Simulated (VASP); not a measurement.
Set up this calculation in VASP 6.6.1, as the native input.

- Task: single point
- Functional: PBE
- Potentials or basis: VASP PAW PBE potentials, release 64 (Mo_sv, S)
- Cutoff: 520 eV
- k mesh: 6 × 6 × 6
- Occupations: gaussian, width 0.01 eV
- Spin: no spin polarisation
- Dipole correction: no
- Further INCAR settings: ALGO = Normal; EDIFF = 1e-06; NBANDS = 20

The structure of MoS2 lies in POSCAR:

```
MoS2
1.0
    1.5875907341      0.9165959377      6.1939395585
   -1.5875907341      0.9165959377      6.1939395585
    0.0000000000     -1.8331918754      6.1939395585
Mo S
1 2
Direct
   -0.0000146006     -0.0000146006     -0.0000146006
    0.4170015125      0.4170015125      0.4170015125
    0.2496797548      0.2496797548      0.2496797548
```

The input as run:

INCAR

```
ALGO = Normal ; EDIFF = 1E-6
ENCUT = 520 ; GGA = PE
ISIF = 2 ; ISMEAR = 0
LASPH = T ; LCHARG = F
LREAL = F ; LWAVE = F
NBANDS = 20 ; NELM = 80
PREC = Accurate ; SIGMA = 0.01
```

KPOINTS

```
k-points
0
Gamma
  6 6 6
```

Potentials or basis: VASP PAW PBE potentials, release 64 (Mo_sv, S).

Run with:

```console
$ cat potpaw_PBE.64/Mo_sv/POTCAR potpaw_PBE.64/S/POTCAR > POTCAR
$ mpirun -np 1 vasp_std > vasp.out
```

Results of the run:

```json
{
 "Pressure": "2.3 GPa",
 "Largest force": "0.103 eV/Å",
 "Band gap on the k mesh": "0.97 eV (least direct gap 1.69 eV)"
}
```

Run time: 2.7 min on 1 thread of Intel Xeon 8259CL (shared host), peak memory 0.31 GiB.
